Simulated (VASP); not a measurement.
# LuBr (P6_3mc) in VASP: single point with r2SCAN

Aim: the single point of LuBr with r2SCAN.

All numbers are computed with VASP 6.6.1; they aren't measurements. Logs are shortened: lines on timing, memory, paths and dates and some standing lists are left out, and cuts for length are marked.

### Step 1. The cell of the first run

Symmetry: P6_3mc, No. 186, hexagonal system. The conventional cell has a = 3.607 Å, b = 3.607 Å, c = 9.872 Å, α = 90.00°, β = 90.00°, γ = 120.00°. Lu (site symmetry 3m) has 4 Br at 2.83 to 2.96 Å and 6 Lu at 3.61 Å within 3.7 Å. Br (site symmetry 3m) has 4 Lu at 2.83 to 2.96 Å and 6 Br at 3.61 Å within 3.7 Å.

### Step 2. Single point, r2SCAN

Contents of POSCAR:

```
LuBr
1.0
    3.6068742112      0.0000000000      0.0000000000
   -1.8034371056      3.1236446952      0.0000000000
    0.0000000000      0.0000000000      9.8717490000
Lu Br
2 2
Direct
    0.6666666667      0.3333333333      0.8309900000
    0.3333333333      0.6666666667      0.3309900000
    0.6666666667      0.3333333333      0.5440110000
    0.3333333333      0.6666666667      0.0440110000
```

Contents of INCAR.step1:

```
PREC     = Accurate       # precision mode
ENCUT    = 520            # plane-wave cutoff, eV
ISMEAR   = -1             # smearing method
SIGMA    = 0.05           # smearing width, eV
LREAL    = False          # projectors in reciprocal space
LASPH    = True           # aspherical terms in the spheres
NELM     = 100            # most SCF steps
NBANDS   = 40             # bands
GGA      = PE             # functional
ALGO     = Normal         # electronic algorithm
EDIFF    = 1E-4           # SCF threshold, eV
LWAVE    = True           # write WAVECAR
LCHARG   = False          # write CHGCAR
```

Contents of INCAR.step2:

```
PREC     = Accurate       # precision mode
ENCUT    = 520            # plane-wave cutoff, eV
EDIFF    = 1E-6           # SCF threshold, eV
ISMEAR   = -1             # smearing method
SIGMA    = 0.05           # smearing width, eV
LREAL    = False          # projectors in reciprocal space
LASPH    = True           # aspherical terms in the spheres
NELM     = 100            # most SCF steps
ALGO     = Normal         # electronic algorithm
ISIF     = 2              # what is computed and relaxed
LWAVE    = False          # write WAVECAR
LCHARG   = True           # write CHGCAR
METAGGA  = R2SCAN         # meta-GGA
LMIXTAU  = True         
LELF     = True           # ELF
LVHAR    = True         
NBANDS   = 40             # bands
ISTART   = 1
```

Contents of KPOINTS:

```
regular mesh
0
Gamma
  9 9 3
```

Potentials or basis: VASP PAW PBE potentials, release 64 (Lu, Br).

The run is started by

```bash
$ cat potpaw_PBE.64/Lu/POTCAR potpaw_PBE.64/Br/POTCAR > POTCAR
$ cp INCAR.step1 INCAR
$ mpirun -np 1 vasp_std > vasp.out
$ cp INCAR.step2 INCAR
$ mpirun -np 1 vasp_std > vasp.out
```

OUTCAR:

```text
PREC = Accurate
   ENCUT = 520
   EDIFF = 1E-6
   ISMEAR = -1
   LREAL = False
   LASPH = True
   NELM = 100
   ISIF = 2
   METAGGA = R2SCAN
   ISTART = 1

 ion  position               nearest neighbor table
   1  0.667  0.333  0.831-   3 2.83   4 2.96   4 2.96   4 2.96
   2  0.333  0.667  0.331-   4 2.83   3 2.96   3 2.96   3 2.96
   3  0.667  0.333  0.544-   1 2.83   2 2.96   2 2.96   2 2.96
   4  0.333  0.667  0.044-   2 2.83   1 2.96   1 2.96   1 2.96

  LATTYP: Found a hexagonal cell.
 ALAT       =     3.6068742112
 C/A-ratio  =     2.7369263307

  Lattice vectors:

 A1 = (   3.6068742112,   0.0000000000,   0.0000000000)
 A2 = (  -1.8034371056,   3.1236446952,   0.0000000000)
 A3 = (   0.0000000000,   0.0000000000,   9.8717490000)

Analysis of symmetry for initial positions (statically):
=====================================================================
 Subroutine PRICEL returns:
 Original cell was already a primitive cell.

 Routine SETGRP: Setting up the symmetry group for a
 hexagonal supercell.

 Subroutine GETGRP returns: Found 12 space group operations
 (whereof  6 operations were pure point group operations)
 out of a pool of 24 trial point group operations.

The static configuration has the point symmetry C_3v.
 The point group associated with its full space group is C_6v.

Analysis of symmetry for dynamics (positions and initial velocities):
=====================================================================
 Subroutine PRICEL returns:
 Original cell was already a primitive cell.

 Routine SETGRP: Setting up the symmetry group for a
 hexagonal supercell.

 Subroutine GETGRP returns: Found 12 space group operations
 (whereof  6 operations were pure point group operations)
 out of a pool of 24 trial point group operations.

The dynamic configuration has the point symmetry C_3v.
 The point group associated with its full space group is C_6v.

 Subroutine INISYM returns: Found 12 space group operations
 (whereof  6 operations are pure point group operations),
 and found     1 'primitive' translations

----------------------------------------------------------------------------------------

                                     Primitive cell

  volume of cell :     111.2210

  direct lattice vectors                    reciprocal lattice vectors
     3.606874211  0.000000000  0.000000000     0.277248371  0.160069422  0.000000000
    -1.803437106  3.123644695  0.000000000     0.000000000  0.320138843  0.000000000
     0.000000000  0.000000000  9.871749000     0.000000000  0.000000000  0.101299172

  length of vectors
     3.606874211  3.606874211  9.871749000     0.320138843  0.320138843  0.101299172

  position of ions in fractional coordinates (direct lattice)
     0.666666667  0.333333333  0.830990000
     0.333333333  0.666666667  0.330990000
     0.666666667  0.333333333  0.544011000
     0.333333333  0.666666667  0.044011000

  ion indices of the primitive-cell ions
   primitive index   ion index
                 1           1
                 2           2
                 3           3
                 4           4

----------------------------------------------------------------------------------------

 KPOINTS: regular mesh

Automatic generation of k-mesh.
 Grid dimensions read from file:
 generate k-points for:    9    9    3

 Generating k-lattice:

  Cartesian coordinates                     Fractional coordinates (reciprocal lattice)
     0.030805375  0.017785491  0.000000000     0.111111111 -0.000000000  0.000000000
     0.000000000  0.035570983  0.000000000     0.000000000  0.111111111  0.000000000
     0.000000000  0.000000000  0.033766391     0.000000000  0.000000000  0.333333333

  Length of vectors
     0.035570983  0.035570983  0.033766391

  Shift w.r.t. Gamma in fractional coordinates (k-lattice)
     0.000000000  0.000000000  0.000000000

 Subroutine IBZKPT returns following result:
 ===========================================

 Found     24 irreducible k-points:

 Following reciprocal coordinates:
            Coordinates               Weight
  0.000000  0.000000  0.000000      1.000000
  0.111111  0.000000  0.000000      6.000000
  0.222222  0.000000  0.000000      6.000000
  0.333333  0.000000  0.000000      6.000000
  0.444444  0.000000  0.000000      6.000000
  0.111111  0.111111  0.000000      6.000000
[... 16 lines left out ...]
  0.333333  0.222222  0.333333     24.000000
  0.333333  0.333333  0.333333      4.000000
   k-points           NKPTS =     24   k-points in BZ     NKDIM =     24   number of bands    NBANDS=     40
   number of dos      NEDOS =    301   number of ions     NIONS =      4
   total plane-waves  NPLWV =  62720
   dimension x,y,z NGX =    28 NGY =   28 NGZ =   80
   dimension x,y,z NGXF=    56 NGYF=   56 NGZF=  160
   ions per type =               2   2
   NGX,Y,Z   is equivalent  to a cutoff of  12.91, 12.91, 13.47 a.u.
   NGXF,Y,Z  is equivalent  to a cutoff of  25.81, 25.81, 26.94 a.u.
 SYSTEM =  unknown system
   PREC   = accura    normal or accurate (medium, high low for compatibility)
   ISTART =      1    job   : 0-new  1-cont  2-samecut
   ICHARG =      0    charge: 1-file 2-atom 10-const
   ISPIN  =      1    spin polarized calculation?
   LNONCOLLINEAR =      F non collinear calculations
   LSORBIT =      F    spin-orbit coupling
   LASPH  =      T    aspherical Exc in radial PAW
   ENCUT  =  520.0 eV  38.22 Ry    6.18 a.u.   6.71  6.71 18.35*2*pi/ulx,y,z
   NELM   =    100;   NELMIN=  2; NELMDL=  0     # of ELM steps
   EDIFF  = 0.1E-05   stopping-criterion for ELM
   LREAL  =      F    real-space projection
   EDIFFG = 0.1E-04   stopping-criterion for IOM
   NSW    =      0    number of steps for IOM
   IBRION =     -1    ionic relax: 0-MD 1-quasi-New 2-CG
   NFREE  =      0    steps in history (QN), initial steepest desc. (CG)
   ISIF   =      2    stress and relaxation
   ISYM   =      2    0-nonsym 1-usesym 2-fastsym
   POTIM  = 0.5000    time-step for ionic-motion
   TEBEG  =    0.0;   TEEND  =   0.0 temperature during run
   PSTRESS=    0.0 pullay stress
   NELECT =      64.0000    total number of electrons
   NUPDOWN=      -1.0000    fix difference up-down
   EMIN   =  10.00;   EMAX   =-10.00  energy-range for DOS
   EFERMI =   0.00;   METHOD = LEGACY
   ISMEAR =    -1;   SIGMA  =   0.05  broadening in eV -4-tet -1-fermi 0-gaus
   EFERMI_NEDOS =   21; number of points for ismear=-14 and -15
   IALGO  =     38    algorithm
   IMIX   =      4    mixing-type and parameters
     AMIX     =   0.40;   BMIX     =  1.00
     AMIX_MAG =   1.60;   BMIX_MAG =  1.00
  volume/ion in A,a.u.               =      27.81       187.64
  Fermi-wavevector in a.u.,A,eV,Ry     =   1.361672  2.573187 25.227259  1.854151
  Thomas-Fermi vector in A             =   2.488228
   LORBIT       =      0    0 simple, 1 ext, 2 COOP (PROOUT), +10 PAW based schemes
   METAGGA = R2SCAN    functional components
   LHFCALC =     F    Hartree Fock is set to
   AEXX    =    0.0000 exact exchange contribution
   IVDW    =     0    specifies the selected vdW correction
   LEPSILON=     F    determine dielectric tensor
   LRPA    =     F    only Hartree local field effects (RPA)
 non-spin polarized calculation
  energy-cutoff  :      520.00
  volume of cell :      111.22
 maximum number of plane-waves:      3049
 NGX is ok and might be reduce to    28
   NGX = 13   NGY = 13   NGZ = 37

 number of electron      64.0000000 magnetization

 Free energy of the ion-electron system (eV)
  ---------------------------------------------------
  ext. energy  EPLUGINS =         0.00000000
  ---------------------------------------------------
  free energy    TOTEN  =      -106.86345633 eV

  energy without entropy =     -106.85378364  energy(sigma->0) =     -106.85861999

 E-fermi :   3.8809     XC(G=0): -10.4967

 val. band max:        3.7181967713   @ k =   0.3333   0.2222   0.0000
 cond. band min:       3.9033007646   @ k =   0.3333   0.3333   0.3333
 fundamental gap:      0.1851039933
 Fermi energy:         3.8808719254

 k-point     1 :       0.0000    0.0000    0.0000
  band No.  band energies     occupation
      1     -55.2578      2.00000
      2     -55.2577      2.00000
      3     -25.4441      2.00000
      4     -25.4224      2.00000
      5     -25.0617      2.00000
      6     -25.0616      2.00000
[... 32 lines left out ...]
     39       7.0279      0.00000
     40       7.0280      0.00000

 k-point     2 :       0.1111    0.0000    0.0000
  band No.  band energies     occupation
      1     -55.2564      2.00000
      2     -55.2564      2.00000
      3     -25.4385      2.00000
      4     -25.4179      2.00000
      5     -25.0923      2.00000
      6     -25.0920      2.00000
[... 32 lines left out ...]
     39       6.9807      0.00000
     40       7.4996      0.00000

 k-point     3 :       0.2222    0.0000    0.0000
  band No.  band energies     occupation
      1     -55.2530      2.00000
      2     -55.2530      2.00000
      3     -25.4239      2.00000
      4     -25.4068      2.00000
      5     -25.1693      2.00000
      6     -25.1690      2.00000
[... 32 lines left out ...]
     39       6.8784      0.00000
     40       7.5934      0.00000

 k-point     4 :       0.3333    0.0000    0.0000
  band No.  band energies     occupation
      1     -55.2491      2.00000
      2     -55.2491      2.00000
      3     -25.4069      2.00000
      4     -25.3946      2.00000
      5     -25.2554      2.00000
      6     -25.2550      2.00000
[... 32 lines left out ...]
     39       7.7225      0.00000
     40       7.9045      0.00000
[... 772 lines left out ...]
     39       7.6364      0.00000
     40       8.2577      0.00000

 k-point    23 :       0.3333    0.2222    0.3333
  band No.  band energies     occupation
      1     -55.2454      2.00000
      2     -55.2454      2.00000
      3     -25.3881      2.00000
      4     -25.3857      2.00000
      5     -25.2790      2.00000
      6     -25.2788      2.00000
[... 32 lines left out ...]
     39       7.9197      0.00000
     40       8.3312      0.00000

 k-point    24 :       0.3333    0.3333    0.3333
  band No.  band energies     occupation
      1     -55.2448      2.00000
      2     -55.2448      2.00000
      3     -25.3843      2.00000
      4     -25.3843      2.00000
      5     -25.2452      2.00000
      6     -25.2452      2.00000
[... 32 lines left out ...]
     39       8.0020      0.00000
     40       8.0020      0.00000

------------------------ aborting loop because EDIFF is reached ----------------------------------------

  FORCE on cell =-STRESS in cart. coord.  units (eV):
  Direction    XX          YY          ZZ          XY          YZ          ZX
  --------------------------------------------------------------------------------------
  -------------------------------------------------------------------------------------
  Total       -0.3181366     -0.3181366     -0.3819317      0.0000000      0.0000000      0.0000000
  in kB       -4.5828699     -4.5828699     -5.5018607      0.0000000      0.0000000      0.0000000
  external PRESSURE =      -4.8892002 kB  Pullay stress =       0.0000000 kB

 VOLUME and BASIS-vectors are now :
 -----------------------------------------------------------------------------
  energy-cutoff  :      520.00
  volume of cell :      111.22
      direct lattice vectors                 reciprocal lattice vectors
     3.606874211  0.000000000  0.000000000     0.277248371  0.160069422  0.000000000
    -1.803437106  3.123644695  0.000000000     0.000000000  0.320138843  0.000000000
     0.000000000  0.000000000  9.871749000     0.000000000  0.000000000  0.101299172

 POSITION                                       TOTAL-FORCE (eV/Angst)
 -----------------------------------------------------------------------------------
      1.80344      1.04121      8.20332        -0.000000     -0.000000      0.027427
     -0.00000      2.08243      3.26745        -0.000000      0.000000      0.027427
      1.80344      1.04121      5.37034         0.000000      0.000000     -0.027427
     -0.00000      2.08243      0.43447         0.000000     -0.000000     -0.027427
 -----------------------------------------------------------------------------------
    total drift:                                0.000000     -0.000000     -0.013515

  FREE ENERGIE OF THE ION-ELECTRON SYSTEM (eV)
  ---------------------------------------------------
  free  energy   TOTEN  =      -106.8634563321 eV

  energy  without entropy=     -106.8537836438  energy(sigma->0) =     -106.85861999
```

It took 8.1 min on 1 thread of AMD EPYC 7R43 (Zen 3), shared host; peak memory 0.28 GiB.

What came out:

```yaml
Free_energy: -106.8635 eV
Pressure: -0.5 GPa
Largest_force: 0.027 eV/Å
Band_gap_on_the_k_mesh: zero (bands 32 and 33 overlap by 0.20 eV)
```

Forces on the atoms (eV/Å):
```
Lu   0.000  0.000  0.027
Lu   0.000  0.000  0.027
Br   0.000  0.000 -0.027
Br   0.000  0.000 -0.027
```

Caveat: the PAW data sets were made with another functional, which shifts forces and pressure a little; spin-orbit coupling is left out, which moves the levels of the heavy elements.
